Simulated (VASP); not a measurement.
Runs of VASP 6.6.1 on HfS2. The structure is that of space group P-3m1 (No. 164), or close to it. The cells are those of the table. 

```csv
task,cell,k mesh,cutoff (eV),gap on the mesh (eV),largest force (eV/Å)
relaxation of the atoms,"atoms relaxed from a = 3.620, b = 3.620, c = 20.910 Å, angles 90.0, 90.0, 120.0°, 3 atoms",9 × 9 × 1,450,1.26,0.03
single point,"a = 3.620, b = 3.620, c = 20.859 Å, angles 90.0, 90.0, 120.0°, 3 atoms",12 × 12 × 1,400,1.23,0.07
single point,"a = 3.620, b = 3.620, c = 20.910 Å, angles 90.0, 90.0, 120.0°, 3 atoms",9 × 9 × 1,400,(a),0.07
single point,"a = 3.620, b = 3.620, c = 20.910 Å, angles 90.0, 90.0, 120.0°, 3 atoms",33 × 33 × 1,400,1.23,0.07
```

Alike in all rows: level PBE+D3(BJ); potentials or basis VASP PAW PBE potentials, release 64 (S, Hf_pv); no spin polarisation; smearing gaussian 0.05 eV.

Question: Estimate the missing entries.

Answer: (a) 1.25.

Caveats: spin-orbit coupling is left out, which moves the levels of the heavy elements.

A k mesh can miss the band edges, and the runs leave out spin-orbit coupling on Hf.
